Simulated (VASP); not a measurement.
# Cs2KVTe6 (Fm-3m) in VASP: relaxation of cell and atoms with r2SCAN

Aim: the relaxation of cell and atoms of Cs2KVTe6 with r2SCAN.

Everything below comes from runs of VASP 6.6.1. Logs are shortened: lines on timing, memory, paths and dates and some standing lists are left out, and cuts for length are marked.

## Step 1: The cell of the first run

It takes space group Fm-3m (No. 225, cubic). Conventional cell: a = 10.667 Å, b = 10.667 Å, c = 10.667 Å, α = 90.00°, β = 90.00°, γ = 90.00°. Within 5.0 Å of Cs (site symmetry -43m) lie 12 Te at 3.79 Å and 4 K at 4.62 Å and 4 V at 4.62 Å. Within 3.9 Å of K (site symmetry m-3m) lie 6 Te at 2.99 Å. Within 3.1 Å of Te (site symmetry 4mm) lie 1 V at 2.35 Å and 1 K at 2.99 Å. Within 3.1 Å of V (site symmetry m-3m) lie 6 Te at 2.35 Å.

## Step 2: Relaxation of cell and atoms, r2SCAN

Contents of POSCAR:

```
Cs2KVTe6
1.0
    0.0000000000      5.3336770000      5.3336770000
    5.3336770000      0.0000000000      5.3336770000
    5.3336770000      5.3336770000      0.0000000000
Cs K Te V
2 1 6 1
Direct
    0.2500000000      0.2500000000      0.2500000000
    0.7500000000      0.7500000000      0.7500000000
    0.5000000000      0.5000000000      0.5000000000
    0.7800000000      0.2200000000      0.2200000000
    0.2200000000      0.7800000000      0.2200000000
    0.2200000000      0.7800000000      0.7800000000
    0.7800000000      0.2200000000      0.7800000000
    0.2200000000      0.2200000000      0.7800000000
    0.7800000000      0.7800000000      0.2200000000
    0.0000000000      0.0000000000      0.0000000000
```

Contents of INCAR.step1:

```
  ALGO = Normal
  EDIFF = 1E-5
  EDIFFG = -0.005
  ENCUT = 550
  GGA = PE
  GGA_COMPAT = F
  IBRION = 2
  ISIF = 3
  ISMEAR = -1
  KPAR = 4
  LASPH = T
  LCHARG = F
  LREAL = F
  LWAVE = T
  NELM = 120
  NELMIN = 4
  NSW = 100
  PREC = Accurate
  SIGMA = 0.0309
```

Contents of INCAR.step2:

```
  ALGO = Normal
  EDIFF = 1E-7
  EDIFFG = -0.01
  ENCUT = 550
  GGA_COMPAT = F
  IBRION = 2
  ISIF = 3
  ISMEAR = -1
  ISTART = 1
  KPAR = 4
  LASPH = T
  LCHARG = F
  LMIXTAU = T
  LREAL = F
  LWAVE = F
  METAGGA = R2SCAN
  NELM = 120
  NELMIN = 4
  NSW = 60
  PREC = Accurate
  SIGMA = 0.0309
```

Contents of KPOINTS:

```
k-points
0
Gamma
  6 6 6
```

Potentials or basis: VASP PAW PBE potentials, release 64 (Cs_sv, K_sv, Te, V_sv).

The run is started by

```console
$ cat potpaw_PBE.64/Cs_sv/POTCAR potpaw_PBE.64/K_sv/POTCAR potpaw_PBE.64/Te/POTCAR potpaw_PBE.64/V_sv/POTCAR > POTCAR
$ cp INCAR.step1 INCAR
$ mpirun -np 4 vasp_std > vasp.out
$ cp INCAR.step2 INCAR
$ mpirun -np 4 vasp_std > vasp.out
```

OUTCAR:

```text
EDIFF = 1E-7
   EDIFFG = -0.01
   ENCUT = 550
   IBRION = 2
   ISIF = 3
   ISMEAR = -1
   ISTART = 1
   LASPH = T
   LREAL = F
   METAGGA = R2SCAN
   NELM = 120
   NELMIN = 4
   NSW = 60
   PREC = Accurate

 ion  position               nearest neighbor table
   1  0.250  0.250  0.250-
   2  0.750  0.750  0.750-
   3  0.500  0.500  0.500-   4 2.99   5 2.99   6 2.99   7 2.99   8 2.99   9 2.99
   4  0.780  0.220  0.220-  10 2.35   3 2.99   7 3.32   8 3.32   9 3.32   5 3.32
   5  0.220  0.780  0.220-  10 2.35   3 2.99   6 3.32   8 3.32   9 3.32   4 3.32
   6  0.220  0.780  0.780-  10 2.35   3 2.99   7 3.32   8 3.32   9 3.32   5 3.32
   7  0.780  0.220  0.780-  10 2.35   3 2.99   6 3.32   8 3.32   9 3.32   4 3.32
   8  0.220  0.220  0.780-  10 2.35   3 2.99   5 3.32   6 3.32   7 3.32   4 3.32
   9  0.780  0.780  0.220-  10 2.35   3 2.99   5 3.32   6 3.32   7 3.32   4 3.32
  10  0.000  0.000  0.000-   4 2.35   5 2.35   6 2.35   7 2.35   8 2.35   9 2.35

  LATTYP: Found a face centered cubic cell.
 ALAT       =    10.6673540000

  Lattice vectors:

 A1 = (   0.0000000000,   5.3336770000,   5.3336770000)
 A2 = (   5.3336770000,   0.0000000000,   5.3336770000)
 A3 = (   5.3336770000,   5.3336770000,   0.0000000000)

Analysis of symmetry for initial positions (statically):
=====================================================================
 Subroutine PRICEL returns:
 Original cell was already a primitive cell.

 Routine SETGRP: Setting up the symmetry group for a
 face centered cubic supercell.

 Subroutine GETGRP returns: Found 48 space group operations
 (whereof 48 operations were pure point group operations)
 out of a pool of 48 trial point group operations.

The static configuration has the point symmetry O_h .

Analysis of symmetry for dynamics (positions and initial velocities):
=====================================================================
 Subroutine PRICEL returns:
 Original cell was already a primitive cell.

 Routine SETGRP: Setting up the symmetry group for a
 face centered cubic supercell.

 Subroutine GETGRP returns: Found 48 space group operations
 (whereof 48 operations were pure point group operations)
 out of a pool of 48 trial point group operations.

The dynamic configuration has the point symmetry O_h .

 Subroutine INISYM returns: Found 48 space group operations
 (whereof 48 operations are pure point group operations),
 and found     1 'primitive' translations

----------------------------------------------------------------------------------------

                                     Primitive cell

  volume of cell :     303.4661

  direct lattice vectors                    reciprocal lattice vectors
     0.000000000  5.333677000  5.333677000    -0.093743959  0.093743959  0.093743959
     5.333677000  0.000000000  5.333677000     0.093743959 -0.093743959  0.093743959
     5.333677000  5.333677000  0.000000000     0.093743959  0.093743959 -0.093743959

  length of vectors
[... 94 lines left out ...]
   NFREE  =      1    steps in history (QN), initial steepest desc. (CG)
   ISIF   =      3    stress and relaxation
   ISYM   =      2    0-nonsym 1-usesym 2-fastsym
   POTIM  = 0.5000    time-step for ionic-motion
   TEBEG  =    0.0;   TEEND  =   0.0 temperature during run
   PSTRESS=    0.0 pullay stress
   NELECT =      76.0000    total number of electrons
   NUPDOWN=      -1.0000    fix difference up-down
   EMIN   =  10.00;   EMAX   =-10.00  energy-range for DOS
   EFERMI =   0.00;   METHOD = LEGACY
   ISMEAR =    -1;   SIGMA  =   0.03  broadening in eV -4-tet -1-fermi 0-gaus
   EFERMI_NEDOS =   21; number of points for ismear=-14 and -15
   IALGO  =     38    algorithm
   IMIX   =      4    mixing-type and parameters
     AMIX     =   0.40;   BMIX     =  1.00
     AMIX_MAG =   1.60;   BMIX_MAG =  1.00
  volume/ion in A,a.u.               =      30.35       204.79
  Fermi-wavevector in a.u.,A,eV,Ry     =   1.031912  1.950031 14.488059  1.064842
  Thomas-Fermi vector in A             =   2.166084
   LORBIT       =      0    0 simple, 1 ext, 2 COOP (PROOUT), +10 PAW based schemes
   METAGGA = R2SCAN    functional components
   LHFCALC =     F    Hartree Fock is set to
   AEXX    =    0.0000 exact exchange contribution
   IVDW    =     0    specifies the selected vdW correction
   LEPSILON=     F    determine dielectric tensor
   LRPA    =     F    only Hartree local field effects (RPA)
 conjugate gradient relaxation of ions
 non-spin polarized calculation
  energy-cutoff  :      550.00
  volume of cell :      303.47
 maximum number of plane-waves:      8948
 NGX is ok and might be reduce to    60
   NGX = 29   NGY = 29   NGZ = 29

--------------------------------------- Ionic step        1  -------------------------------------------

 number of electron      76.0000006 magnetization

 Free energy of the ion-electron system (eV)
  ---------------------------------------------------
  ext. energy  EPLUGINS =         0.00000000
  ---------------------------------------------------
  free energy    TOTEN  =      -222.64552704 eV

  energy without entropy =     -222.60624988  energy(sigma->0) =     -222.62588846

 E-fermi :   5.2322     XC(G=0):  -9.7956

 val. band max:        5.2266447040   @ k =   0.3333   0.1667   0.0000
 cond. band min:       5.2584118805   @ k =   0.3333   0.1667   0.0000
 fundamental gap:      0.0317671765
 Fermi energy:         5.2321506996

 k-point     1 :       0.0000    0.0000    0.0000
  band No.  band energies     occupation
      1     -62.0436      2.00000
      2     -34.9364      2.00000
      3     -34.9364      2.00000
      4     -34.9364      2.00000
      5     -25.8378      2.00000
      6     -16.9390      2.00000
[... 882 lines left out ...]
  FREE ENERGIE OF THE ION-ELECTRON SYSTEM (eV)
  ---------------------------------------------------
  free  energy   TOTEN  =      -227.0871524520 eV

  energy  without entropy=     -227.0391421907  energy(sigma->0) =     -227.06314732

[... ionic steps 4 to 7 ...]

--------------------------------------- Ionic step        8  -------------------------------------------

 number of electron      76.0000013 magnetization

------------------------ aborting loop because EDIFF is reached ----------------------------------------
[... 83 lines left out ...]
--------------------------------------- Ionic step       10  -------------------------------------------

 number of electron      76.0000008 magnetization

 Free energy of the ion-electron system (eV)
  ---------------------------------------------------
  ext. energy  EPLUGINS =         0.00000000
  ---------------------------------------------------
  free energy    TOTEN  =      -227.32636142 eV

  energy without entropy =     -227.28391640  energy(sigma->0) =     -227.30513891

 E-fermi :   2.2934     XC(G=0):  -8.3359

 val. band max:        2.2920776207   @ k =  -0.3333   0.1667   0.0000
 cond. band min:       2.2945483249   @ k =   0.1667   0.1667   0.0000
 fundamental gap:      0.0024707042
 Fermi energy:         2.2933543870

 k-point     1 :       0.0000    0.0000    0.0000
  band No.  band energies     occupation
      1     -65.5579      2.00000
      2     -38.2488      2.00000
      3     -38.2488      2.00000
      4     -38.2488      2.00000
      5     -28.7958      2.00000
      6     -19.7850      2.00000
[... 794 lines left out ...]
  FREE ENERGIE OF THE ION-ELECTRON SYSTEM (eV)
  ---------------------------------------------------
  free  energy   TOTEN  =      -227.3263614224 eV

  energy  without entropy=     -227.2839164006  energy(sigma->0) =     -227.30513891

 reached required accuracy - stopping structural energy minimisation
```

OUTCAR.step1:

```text
EDIFF = 1E-5
   EDIFFG = -0.005
   ENCUT = 550
   GGA = PE
   IBRION = 2
   ISIF = 3
   ISMEAR = -1
   LASPH = T
   LREAL = F
   NELM = 120
   NELMIN = 4
   NSW = 100
   PREC = Accurate
[... 1214 lines left out ...]
 cond. band min:       2.3606278491   @ k =  -0.3333   0.1667   0.0000
 fundamental gap:      0.0394801706
 Fermi energy:         2.3235515912

 k-point     1 :       0.0000    0.0000    0.0000
  band No.  band energies     occupation
      1     -62.7668      2.00000
      2     -36.5892      2.00000
      3     -36.5892      2.00000
      4     -36.5892      2.00000
      5     -27.4835      2.00000
      6     -19.1200      2.00000
[... 794 lines left out ...]
  FREE ENERGIE OF THE ION-ELECTRON SYSTEM (eV)
  ---------------------------------------------------
  free  energy   TOTEN  =       -34.0581020518 eV

  energy  without entropy=      -34.0121919492  energy(sigma->0) =      -34.03514700

 reached required accuracy - stopping structural energy minimisation
```

OSZICAR.step1:

```text
N       E                     dE             d eps       ncg     rms          rms(c)
DAV:   1     0.591193038958E+03    0.59119E+03   -0.33390E+04  1592   0.154E+03
DAV:   2     0.245045153385E+02   -0.56669E+03   -0.55513E+03  1751   0.331E+02
[... 223 lines left out ...]
  18 F= -.34058082E+02 E0= -.34035087E+02  d E =-.251606E-04
       N       E                     dE             d eps       ncg     rms          rms(c)
DAV:   1    -0.340581060983E+02   -0.24321E-04   -0.23149E-03  1496   0.129E-01    0.477E-02
DAV:   2    -0.340584127900E+02   -0.30669E-03   -0.77491E-04  1632   0.156E-01    0.200E-01
DAV:   3    -0.340581000818E+02    0.31271E-03   -0.41982E-04  1632   0.127E-01    0.189E-02
DAV:   4    -0.340581020518E+02   -0.19700E-05   -0.22508E-05  1144   0.143E-02
  19 F= -.34058102E+02 E0= -.34035147E+02  d E =-.448640E-04
```

Run time: 82 min. Hardware: 4 MPI ranks of AMD EPYC 9R45 (Zen 5), shared host; peak memory 0.81 GiB.

What came out:

| Property | Result |
| --- | --- |
| Free energy | -227.3264 eV |
| Relaxed volume | 41.70 Å³/atom |
| Relaxed cell | a = 8.386 Å, b = 8.386 Å, c = 8.386 Å, α = 60.00°, β = 60.00°, γ = 60.00° |
| Space group after relaxing (to 0.1 Å) | Fm-3m (No. 225) |
| Energy gained by relaxing | 468.1 meV/atom |
| Ionic steps | 10 |
| Pressure after relaxing | 0.0 GPa |
| Band gap on the k mesh | zero (bands 38 and 39 overlap by 0.54 eV) |

Step by step:
```tsv
step	energy change (eV)	largest force (eV/Å)	pressure (GPa)	volume (Å³)
1	0.0000	4.0884	16.72	303.47
2	-2.7667	1.6695	-3.59	464.94
3	-4.4416	0.6311	0.48	384.87
4	-4.4433	0.5860	0.64	383.12
5	-4.5463	0.4624	0.31	391.90
6	-4.6666	0.2092	-0.24	413.56
7	-4.6730	0.1561	-0.32	418.98
8	-4.6735	0.1411	-0.35	420.58
9	-4.6759	0.1226	0.29	414.06
10	-4.6808	0.0012	0.00	416.97
```

Final structure:
```
Cs K Te V
1.0
     0.00000    5.92957    5.92957
     5.92957    0.00000    5.92957
     5.92957    5.92957    0.00000
Cs K Te V
2 1 6 1
Direct
  0.25000 0.25000 0.25000
  0.75000 0.75000 0.75000
  0.50000 0.50000 0.50000
  0.77850 0.22150 0.22150
  0.22150 0.77850 0.22150
  0.22150 0.77850 0.77850
  0.77850 0.22150 0.77850
  0.22150 0.22150 0.77850
  0.77850 0.77850 0.22150
  0.00000 0.00000 0.00000
```

Levels at points of the mesh, in eV from the Fermi level:
| k point | band 36 | band 37 | band 38 | band 39 | band 40 | band 41 |
| --- | --- | --- | --- | --- | --- | --- |
| (0.00, 0.00, 0.00) | 0.15 | 0.15 | 0.31 | 0.31 | 0.31 | 0.55 |
| (0.50, 0.00, 0.00) | -0.07 | -0.07 | -0.02 | -0.02 | 0.21 | 0.38 |
| (0.50, 0.50, 0.00) | -0.44 | -0.44 | -0.17 | -0.17 | 0.20 | 0.50 |

Caveat: the volume moved by over 15 % at a fixed basis, so the end points are rough; the PAW data sets were made with another functional, which shifts forces and pressure a little; spin-orbit coupling is left out, which moves the levels of the heavy elements.
